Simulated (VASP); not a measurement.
Write the native input for VASP 6.6.1 that does the following.

```
Task                   : single point
Functional             : PBE
Potentials or basis    : VASP PAW PBE potentials, release 64 (Ta_pv, N)
Cutoff                 : 520 eV
k mesh                 : 6 × 6 × 5
Occupations            : fermi-dirac, width 0.01 eV
Spin                   : no spin polarisation
Dipole correction      : no
Further INCAR settings : ALGO = Normal; EDIFF = 1e-06; NBANDS = 15
```

The structure of TaN lies in POSCAR:

```
TaN
1.0
    2.9380000000      0.0000000000      0.0000000000
   -1.4690000000      2.5443826363      0.0000000000
    0.0000000000      0.0000000000      2.8830000000
Ta N
1 1
Direct
    0.0034900000     -0.0036230000      0.5023430000
    0.6687790000      0.3352790000      0.0022410000
```

The input as run:

INCAR

```
SYSTEM = TaN
PREC = Accurate
ENCUT = 520
EDIFF = 1E-6
ISMEAR = -1
SIGMA = 0.01
LREAL = .False.
LASPH = .True.
NELM = 100
ALGO = Normal
ISIF = 2
LWAVE = .False.
LCHARG = .False.
GGA = PE
NBANDS = 15
```

KPOINTS

```
regular mesh
0
Gamma
  6 6 5
  0 0 0
```

Potentials or basis: VASP PAW PBE potentials, release 64 (Ta_pv, N).

The run is started by

```bash
$ cat potpaw_PBE.64/Ta_pv/POTCAR potpaw_PBE.64/N/POTCAR > POTCAR
$ mpirun -np 1 vasp_std > vasp.out
```

It gave:

```yaml
Pressure: 5.4 GPa
Largest_force: 0.244 eV/Å
Band_gap_on_the_k_mesh: zero (band 8 reaches 8.38 eV, above the bottom of band 9 at 8.27 eV)
```

Caveat: the k points lie up to 0.44 Å⁻¹ apart; spin-orbit coupling is left out, which moves the levels of the heavy elements.

It took 16 s on 1 thread of AMD EPYC 9R45 96-Core Processor (Zen 5) (shared host), peak memory 0.13 GiB.
